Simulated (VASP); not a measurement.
# Ti (R-3m) in VASP: further runs, part 2 of 2

VASP 6.6.1. Earlier steps stand in the parts before.

## (3) Relaxation of cell and atoms, r2SCAN

POSCAR

```
Ti
1.0
    1.7692989924      1.0215052496      3.2809528548
   -1.7692989924      1.0215052496      3.2809528548
    0.0000000000     -2.0430104991      3.2809528548
Ti
2
Direct
    0.2275400000      0.2275400000      0.2275400000
    0.7724600000      0.7724600000      0.7724600000
```

INCAR.step1

```
SYSTEM = Ti
PREC     = Accurate       ! precision mode
ENCUT    = 600            ! plane-wave cutoff, eV
ISMEAR   = 0              ! smearing method
SIGMA    = 0.1            ! smearing width, eV
LREAL    = .FALSE.        ! projectors in reciprocal space
LASPH    = .TRUE.         ! aspherical terms in the spheres
NELM     = 60             ! most SCF steps
GGA      = PE             ! functional
ALGO     = Normal         ! electronic algorithm
EDIFF    = 1E-4           ! SCF threshold, eV
LWAVE    = .TRUE.         ! write WAVECAR
LCHARG   = .FALSE.        ! write CHGCAR
```

INCAR.step2

```
SYSTEM = Ti
PREC     = Accurate       ! precision mode
ENCUT    = 600            ! plane-wave cutoff, eV
EDIFF    = 1E-6           ! SCF threshold, eV
ISMEAR   = 0              ! smearing method
SIGMA    = 0.1            ! smearing width, eV
LREAL    = .FALSE.        ! projectors in reciprocal space
LASPH    = .TRUE.         ! aspherical terms in the spheres
NELM     = 60             ! most SCF steps
ALGO     = Normal         ! electronic algorithm
ISIF     = 3              ! what is computed and relaxed
LWAVE    = .FALSE.        ! write WAVECAR
LCHARG   = .FALSE.        ! write CHGCAR
METAGGA  = R2SCAN         ! meta-GGA
LMIXTAU  = .TRUE.       
IBRION   = 2              ! ionic algorithm
NSW      = 90             ! ionic steps
EDIFFG   = -0.04          ! ionic threshold
ISTART   = 1
```

KPOINTS

```
regular mesh
0
G
  6 6 6
  0 0 0
```

Potentials or basis: VASP PAW PBE potentials, release 64 (Ti_sv).

Started as:

```console
$ cat potpaw_PBE.64/Ti_sv/POTCAR > POTCAR
$ cp INCAR.step1 INCAR
$ mpirun -np 1 vasp_std > vasp.out
$ cp INCAR.step2 INCAR
$ mpirun -np 1 vasp_std > vasp.out
```

OUTCAR:

```text
SYSTEM = Ti
   PREC = Accurate
   ENCUT = 600
   EDIFF = 1E-6
   ISMEAR = 0
   LREAL = .FALSE.
   LASPH = .TRUE.
   NELM = 60
   ISIF = 3
   METAGGA = R2SCAN
   IBRION = 2
   NSW = 90
   EDIFFG = -0.04
   ISTART = 1

 ion  position               nearest neighbor table
   1  0.228  0.228  0.228-   2 2.37   2 2.37   2 2.37   2 2.92   2 2.92   2 2.92
   2  0.772  0.772  0.772-   1 2.37   1 2.37   1 2.37   1 2.92   1 2.92   1 2.92

  LATTYP: Found a trigonal (rhomboedric) cell.
 ALAT       =     3.8650412074
 COS(alpha) =     0.5808936906

  Lattice vectors:

 A1 = (   1.7692989924,   1.0215052496,   3.2809528548)
 A2 = (  -1.7692989924,   1.0215052496,   3.2809528548)
 A3 = (   0.0000000000,  -2.0430104991,   3.2809528548)

Analysis of symmetry for initial positions (statically):
=====================================================================
 Subroutine PRICEL returns:
 Original cell was already a primitive cell.

 Routine SETGRP: Setting up the symmetry group for a
 trigonal (rhombohedral) supercell.

 Subroutine GETGRP returns: Found 12 space group operations
 (whereof 12 operations were pure point group operations)
 out of a pool of 12 trial point group operations.
[... 174 lines left out ...]
  external PRESSURE =       9.8361840 kB  Pullay stress =       0.0000000 kB
[... 89 lines left out ...]
  FREE ENERGIE OF THE ION-ELECTRON SYSTEM (eV)
  ---------------------------------------------------
  free  energy   TOTEN  =       -24.1761091157 eV

  energy  without entropy=      -24.1623835490  energy(sigma->0) =      -24.16924633

[... ionic steps 4 to 27 ...]

--------------------------------------- Ionic step       28  -------------------------------------------

 number of electron      24.0000005 magnetization

------------------------ aborting loop because EDIFF is reached ----------------------------------------
[... 67 lines left out ...]
--------------------------------------- Ionic step       30  -------------------------------------------

 number of electron      24.0000002 magnetization

 Free energy of the ion-electron system (eV)
  ---------------------------------------------------
  ext. energy  EPLUGINS =         0.00000000
  ---------------------------------------------------
  free energy    TOTEN  =       -25.74245049 eV

  energy without entropy =      -25.72320774  energy(sigma->0) =      -25.73282912

 E-fermi :   8.1902     XC(G=0): -12.3959

 val. band max:        8.1870605894   @ k =  -0.3333   0.1667  -0.0000
 cond. band min:       8.2295095200   @ k =  -0.1667   0.5000   0.1667
 fundamental gap:      0.0424489306
 Fermi energy:         8.1902081742

 k-point     1 :       0.0000    0.0000    0.0000
  band No.  band energies     occupation
      1     -50.8442      2.00000
      2     -50.7152      2.00000
      3     -26.3628      2.00000
      4     -25.7397      2.00000
      5     -25.7397      2.00000
      6     -25.6678      2.00000
[... 433 lines left out ...]
      3     -26.2712      2.00000
      4     -26.2319      2.00000
      5     -25.9370      2.00000
      6     -25.8632      2.00000
[... 8 lines left out ...]
     15       9.7280      0.00000
     16      11.1680      0.00000

 [... further k-points ...]
[... 5 lines left out ...]
  --------------------------------------------------------------------------------------
  -------------------------------------------------------------------------------------
  Total        0.0082551      0.0082551      0.0049913      0.0000000      0.0000000     -0.0000000
  in kB        0.3795209      0.3795209      0.2294691      0.0000000      0.0000000     -0.0000000
  external PRESSURE =       0.3295037 kB  Pullay stress =       0.0000000 kB
[... 17 lines left out ...]
  FREE ENERGIE OF THE ION-ELECTRON SYSTEM (eV)
  ---------------------------------------------------
  free  energy   TOTEN  =       -25.7424504925 eV

  energy  without entropy=      -25.7232077406  energy(sigma->0) =      -25.73282912

 reached required accuracy - stopping structural energy minimisation
```

Run time: 18 min. Hardware: 1 thread of Intel Xeon Platinum 8559C (Emerald Rapids), shared host; peak memory 0.19 GiB.

Results:

```
Free energy                            : -25.7425 eV
Relaxed volume                         : 17.42 Å³/atom
Relaxed cell                           : a = 5.031 Å, b = 5.031 Å, c = 5.031 Å, α = 33.66°, β = 33.66°, γ = 33.66°
Space group after relaxing (to 0.05 Å) : Fm-3m (No. 225)
Energy gained by relaxing              : 1213.1 meV/atom
Ionic steps                            : 30
Pressure after relaxing                : 0.0 GPa
Band gap on the k mesh                 : zero (band 12 reaches 9.13 eV, above the bottom of band 13 at 8.06 eV)
```

The path:
| step | energy change (eV) | largest force (eV/Å) | pressure (GPa) | volume (Å³) |
| --- | --- | --- | --- | --- |
| 1 | 0.0000 | 3.4536 | 0.98 | 35.58 |
| 2 | -0.8050 | 1.2351 | 0.51 | 36.14 |
| 3 | -0.8599 | 0.1628 | -0.05 | 36.34 |
| 4 | -0.8629 | 0.1146 | 0.03 | 36.30 |
| 5 | -0.9641 | 0.3601 | -0.45 | 36.32 |
| 6 | -1.3437 | 1.7559 | -0.79 | 35.94 |
| 7 | -1.5907 | 4.1702 | 14.83 | 33.42 |
| 8 | -1.5984 | 4.1494 | 14.87 | 33.45 |
| 9 | -1.6179 | 4.0920 | 14.99 | 33.54 |
| 10 | -1.6389 | 3.9763 | 15.33 | 33.70 |
| 11 | -1.6168 | 3.7786 | 16.29 | 33.95 |
| 12 | -1.6372 | 3.8929 | 15.74 | 33.82 |
| 13 | -1.6680 | 3.8051 | 15.10 | 33.93 |
| 14 | -1.7548 | 3.5507 | 12.94 | 34.25 |
| 15 | -1.9048 | 3.0618 | 9.02 | 34.90 |
| 16 | -2.1156 | 2.1358 | 2.13 | 36.21 |
| 17 | -2.2306 | 0.6943 | -8.15 | 38.94 |
| 18 | -2.2356 | 0.8782 | -6.76 | 38.47 |
| 19 | -2.2672 | 0.8123 | -6.18 | 38.06 |
| 20 | -2.3437 | 0.6100 | -4.05 | 36.85 |
| 21 | -2.4048 | 0.2740 | 1.83 | 34.50 |
| 22 | -2.4127 | 0.2174 | 1.18 | 34.64 |
| 23 | -2.4238 | 0.0802 | -0.55 | 35.05 |
| 24 | -2.4241 | 0.0688 | -0.74 | 35.11 |
| 25 | -2.4241 | 0.0626 | -0.87 | 35.13 |
| 26 | -2.4255 | 0.0416 | -0.22 | 34.92 |
| 27 | -2.4257 | 0.0192 | 0.30 | 34.77 |
| 28 | -2.4257 | 0.0226 | 0.25 | 34.80 |
| 29 | -2.4261 | 0.0103 | 0.12 | 34.82 |
| 30 | -2.4262 | 0.0015 | 0.03 | 34.85 |

Final structure:
```
CELL_PARAMETERS angstrom
1.45658 0.84096 4.74170
-1.45658 0.84096 4.74170
0.00000 -1.68192 4.74170
ATOMIC_POSITIONS crystal
Ti 0.24996 0.24996 0.24996
Ti 0.75003 0.75003 0.75003
```

Caveat: the PAW data sets were made with another functional, which shifts forces and pressure a little.
